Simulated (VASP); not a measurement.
# Yb (Fm-3m) in VASP: further runs, part 2 of 2

VASP 6.6.1.

## 3. Single point, PBE

Input file INCAR:

```
SYSTEM = Yb
ALGO = Normal
EDIFF = 1E-6
ENCUT = 520
GGA = PE
ISIF = 2
ISMEAR = -1
LASPH = .TRUE.
LCHARG = .TRUE.
LELF = .TRUE.
LREAL = .FALSE.
LVHAR = .TRUE.
LWAVE = .FALSE.
NBANDS = 18
NELM = 60
PREC = Accurate
SIGMA = 0.1
```

Input file KPOINTS:

```
k-points
0
G
  11 11 11
  0 0 0
```

Input file POSCAR:

```
Yb
1.0
    0.0000000000      2.6151647068      2.6151647068
    2.6151647068      0.0000000000      2.6151647068
    2.6151647068      2.6151647068      0.0000000000
Yb
1
Direct
    0.0000000000      0.0000000000      0.0000000000
```

Potentials or basis: VASP PAW PBE potentials, release 64 (Yb).

Run with:

```bash
$ cat potpaw_PBE.64/Yb/POTCAR > POTCAR
$ mpirun -np 1 vasp_std > vasp.out
```

Wall time 2.7 min (1 thread of Intel Xeon 8259CL, shared host); peak memory 0.19 GiB.

Results (log left out):

| Item | Value |
| --- | --- |
| Free energy | -3.6010 eV |
| Pressure | 0.2 GPa |

Levels at points of the mesh, in eV from the Fermi level:
| k point | band 10 | band 11 | band 12 | band 13 | band 14 | band 15 |
| --- | --- | --- | --- | --- | --- | --- |
| (0.00, 0.00, 0.00) | -0.44 | -0.44 | -0.44 | 2.81 | 2.81 | 2.81 |

Caveat: spin-orbit coupling is left out, which moves the levels of the heavy elements. Spin polarisation is off, so any magnetic state and its effect on volume and gap are missing.

## 4. Single point, PBE

Input file INCAR:

```
SYSTEM = Yb
ALGO = Normal ; EDIFF = 1E-6
ENCUT = 520 ; GGA = PE
ISIF = 2 ; ISMEAR = -1
LASPH = .True. ; LCHARG = .False.
LREAL = .False. ; LWAVE = .False.
NBANDS = 18 ; NELM = 80
PREC = Accurate ; SIGMA = 0.1
```

Input file KPOINTS:

```
k-points
0
Gamma
  15 15 15
  0 0 0
```

POSCAR is that of step 3.

Potentials or basis: VASP PAW PBE potentials, release 64 (Yb).

Run with:

```bash
$ cat potpaw_PBE.64/Yb/POTCAR > POTCAR
$ mpirun -np 1 vasp_std > vasp.out
```

OUTCAR:

```text
SYSTEM = Yb
   EDIFF = 1E-6
   ENCUT = 520
   GGA = PE
   ISIF = 2
   ISMEAR = -1
   LASPH = .True.
   LREAL = .False.
   NELM = 80
   PREC = Accurate

 ion  position               nearest neighbor table
   1  0.000  0.000  0.000-

  LATTYP: Found a face centered cubic cell.
 ALAT       =     5.2303294136

  Lattice vectors:

 A1 = (   0.0000000000,   2.6151647068,   2.6151647068)
 A2 = (   2.6151647068,   0.0000000000,   2.6151647068)
 A3 = (   2.6151647068,   2.6151647068,   0.0000000000)

Analysis of symmetry for initial positions (statically):
=====================================================================
 Subroutine PRICEL returns:
 Original cell was already a primitive cell.

 Routine SETGRP: Setting up the symmetry group for a
 face centered cubic supercell.

 Subroutine GETGRP returns: Found 48 space group operations
 (whereof 48 operations were pure point group operations)
 out of a pool of 48 trial point group operations.

The static configuration has the point symmetry O_h .

[... 152 lines left out ...]
  ---------------------------------------------------
  free energy    TOTEN  =        -3.60072540 eV

  energy without entropy =       -3.50936890  energy(sigma->0) =       -3.55504715

 E-fermi :   1.6313     XC(G=0):  -9.4690

 val. band max:        1.5570381515   @ k =  -0.2667   0.4667   0.2000
 cond. band min:       1.6313667849   @ k =  -0.4000   0.3333   0.0000
 fundamental gap:      0.0743286335
 Fermi energy:         1.6313194558

 k-point     1 :       0.0000    0.0000    0.0000
  band No.  band energies     occupation
      1     -50.2034      2.00000
      2     -22.3725      2.00000
      3     -22.3725      2.00000
      4     -22.3725      2.00000
      5      -3.5830      2.00000
      6       1.0025      1.99629
[... 481 lines left out ...]
      5      -2.6833      2.00000
      6       1.0145      1.99582
[... 10 lines left out ...]
     17       6.8939      0.00000
     18      12.5210      0.00000

 [... further k-points ...]

------------------------ aborting loop because EDIFF is reached ----------------------------------------

  FORCE on cell =-STRESS in cart. coord.  units (eV):
  Direction    XX          YY          ZZ          XY          YZ          ZX
  --------------------------------------------------------------------------------------
  -------------------------------------------------------------------------------------
  Total       -0.2593222     -0.2593222     -0.2593222      0.0000000      0.0000000      0.0000000
  in kB      -11.6151060    -11.6151060    -11.6151060      0.0000000      0.0000000      0.0000000
  external PRESSURE =     -11.6151060 kB  Pullay stress =       0.0000000 kB

 VOLUME and BASIS-vectors are now :
 -----------------------------------------------------------------------------
  energy-cutoff  :      520.00
  volume of cell :       35.77
      direct lattice vectors                 reciprocal lattice vectors
     0.000000000  2.615164707  2.615164707    -0.191192547  0.191192547  0.191192547
     2.615164707  0.000000000  2.615164707     0.191192547 -0.191192547  0.191192547
     2.615164707  2.615164707  0.000000000     0.191192547  0.191192547 -0.191192547

 POSITION                                       TOTAL-FORCE (eV/Angst)
 -----------------------------------------------------------------------------------
      0.00000      0.00000      0.00000         0.000000      0.000000      0.000000
 -----------------------------------------------------------------------------------
    total drift:                               -0.000000     -0.000000     -0.000000

  FREE ENERGIE OF THE ION-ELECTRON SYSTEM (eV)
  ---------------------------------------------------
  free  energy   TOTEN  =        -3.6007253981 eV

  energy  without entropy=       -3.5093688998  energy(sigma->0) =       -3.55504715
```

OSZICAR:

```text
N       E                     dE             d eps       ncg     rms          rms(c)
DAV:   1     0.116926399959E+03    0.11693E+03   -0.87520E+03  5506   0.912E+03
DAV:   2     0.118057530697E+02   -0.10512E+03   -0.10184E+03  5496   0.547E+02
DAV:   3    -0.129510800572E+01   -0.13101E+02   -0.12958E+02  6268   0.116E+02
DAV:   4    -0.363087671045E+01   -0.23358E+01   -0.23245E+01  8522   0.363E+01
[... 14 lines left out ...]
DAV:  19    -0.360074213067E+01    0.54491E-04   -0.45920E-04  7566   0.393E-01    0.134E+00
DAV:  20    -0.360073784844E+01    0.42822E-05   -0.45798E-05  7222   0.721E-02    0.225E-01
DAV:  21    -0.360072941511E+01    0.84333E-05   -0.64062E-06  6552   0.614E-02    0.660E-02
DAV:  22    -0.360072634852E+01    0.30666E-05   -0.26931E-06  4820   0.478E-02    0.557E-02
DAV:  23    -0.360072539806E+01    0.95046E-06   -0.83988E-07  3250   0.268E-02
   1 F= -.36007254E+01 E0= -.35550471E+01  d E =-.913565E-01
```

Wall time 4.1 min (1 thread of Intel Xeon 8259CL, shared host); peak memory 0.23 GiB.

What came out:

```
Free energy : -3.6007 eV
Pressure    : -1.2 GPa
```

Caveat: spin-orbit coupling is left out, which moves the levels of the heavy elements. Spin polarisation is off, so any magnetic state and its effect on volume and gap are missing.

## 5. Single point, PBE

Input file INCAR:

```
PREC = Accurate
ENCUT = 520
EDIFF = 1E-6
ISMEAR = -1
SIGMA = 0.1
LREAL = False
LASPH = True
NELM = 100
ALGO = Normal
ISIF = 2
LWAVE = False
LCHARG = True
GGA = PE
LELF = True
LVHAR = True
NBANDS = 18
```

Input file KPOINTS:

```
regular mesh
0
Gamma
  17 17 17
```

POSCAR is that of step 4.

Potentials or basis: VASP PAW PBE potentials, release 64 (Yb).

Run with:

```bash
$ cat potpaw_PBE.64/Yb/POTCAR > POTCAR
$ mpirun -np 1 vasp_std > vasp.out
```

OUTCAR:

```text
PREC = Accurate
   ENCUT = 520
   EDIFF = 1E-6
   ISMEAR = -1
   LREAL = False
   LASPH = True
   NELM = 100
   ISIF = 2
   GGA = PE

 ion  position               nearest neighbor table
   1  0.000  0.000  0.000-

  LATTYP: Found a face centered cubic cell.
 ALAT       =     5.2303294136

  Lattice vectors:

 A1 = (   0.0000000000,   2.6151647068,   2.6151647068)
 A2 = (   2.6151647068,   0.0000000000,   2.6151647068)
[... 670 lines left out ...]
      6       1.0091      1.99605
[... 10 lines left out ...]
     17       6.5554      0.00000
     18      12.0679      0.00000

 [... further k-points ...]

------------------------ aborting loop because EDIFF is reached ----------------------------------------

  FORCE on cell =-STRESS in cart. coord.  units (eV):
  Direction    XX          YY          ZZ          XY          YZ          ZX
  --------------------------------------------------------------------------------------
  -------------------------------------------------------------------------------------
  Total       -0.1652811     -0.1652811     -0.1652811      0.0000000     -0.0000000      0.0000000
  in kB       -7.4029804     -7.4029804     -7.4029804      0.0000000     -0.0000000      0.0000000
  external PRESSURE =      -7.4029804 kB  Pullay stress =       0.0000000 kB

 VOLUME and BASIS-vectors are now :
 -----------------------------------------------------------------------------
  energy-cutoff  :      520.00
  volume of cell :       35.77
      direct lattice vectors                 reciprocal lattice vectors
     0.000000000  2.615164707  2.615164707    -0.191192547  0.191192547  0.191192547
     2.615164707  0.000000000  2.615164707     0.191192547 -0.191192547  0.191192547
     2.615164707  2.615164707  0.000000000     0.191192547  0.191192547 -0.191192547

 POSITION                                       TOTAL-FORCE (eV/Angst)
 -----------------------------------------------------------------------------------
      0.00000      0.00000      0.00000         0.000000      0.000000      0.000000
 -----------------------------------------------------------------------------------
    total drift:                               -0.000000     -0.000000     -0.000000

  FREE ENERGIE OF THE ION-ELECTRON SYSTEM (eV)
  ---------------------------------------------------
  free  energy   TOTEN  =        -3.6007116596 eV

  energy  without entropy=       -3.5091591635  energy(sigma->0) =       -3.55493541
```

stdout:

```text
POSCAR found type information on POSCAR Yb
 POSCAR found :  1 types and       1 ions
 scaLAPACK will be used
 LDA part: xc-table for (Slater+PW92), standard interpolation
 POSCAR, INCAR and KPOINTS ok, starting setup
 FFT: planning ... GRIDC
 FFT: planning ... GRID_SOFT
 FFT: planning ... GRID
 WAVECAR not read
 entering main loop
```

It took 4.6 min on 1 thread of Intel Xeon 8259CL, shared host; peak memory 0.26 GiB.

Results:

- Free energy: -3.6007 eV
- Pressure: -0.7 GPa
- Band gap on the k mesh: zero (bands 12 and 13 overlap by 0.01 eV)

Caveat: spin-orbit coupling is left out, which moves the levels of the heavy elements.

## 6. Overview

```tsv
k mesh	smearing	gap on the mesh (eV)	pressure (GPa)
10 × 10 × 10	methfessel-paxton 1 eV	none	-0.1
11 × 11 × 11	fermi-dirac 0.1 eV	-	0.2
15 × 15 × 15	fermi-dirac 0.1 eV	-	-1.2
17 × 17 × 17	fermi-dirac 0.1 eV	none	-0.7
```

Alike in all rows: task single point; level PBE; potentials or basis VASP PAW PBE potentials, release 64 (Yb); no spin polarisation; cell as given; cutoff (eV) 520.

Caveats: spin-orbit coupling is left out, which moves the levels of the heavy elements; so wide a smearing shifts energies and pressures (at least some runs).

Absolute energies hang on the potentials; compare differences alone.
